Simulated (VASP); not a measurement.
The system is CdSe (Cadmoselite).

```
Cd Se
1.0
     4.21222    0.00000    0.00000
    -2.10611    3.64789    0.00000
     0.00000    0.00000    6.87669
Cd Se
2 2
Direct
  0.66667 0.33333 0.50000
  0.33333 0.66667 0.00000
  0.66667 0.33333 0.88500
  0.33333 0.66667 0.38500
```

Program: VASP 6.6.1. Alike in all runs: task single point; no spin polarisation; cell as given; k mesh 7 × 7 × 4; cutoff (eV) 520; smearing fermi-dirac 0.05 eV.

Problem. Order these runs on this cell by their pressure, lowest first.
A. level PBE exchange alone; potentials or basis VASP PAW PBE potentials, release 64 (Cd, Se)
B. level BLYP; potentials or basis VASP PAW PBE potentials, release 64 (Cd, Se)
C. level revPBE+D3(BJ); potentials or basis VASP PAW PBE potentials, release 64 (Cd, Se)
D. level LDA; potentials or basis VASP PAW LDA potentials, release 64 (Cd, Se)
E. level r2SCAN; potentials or basis VASP PAW PBE potentials, release 64 (Cd, Se)

Solution. D (2.3 GPa), C (4.5 GPa), E (6.1 GPa), B (11.0 GPa), A (16.5 GPa).

Caveats: the PAW data sets were made with another functional, which shifts forces and pressure a little (some runs).
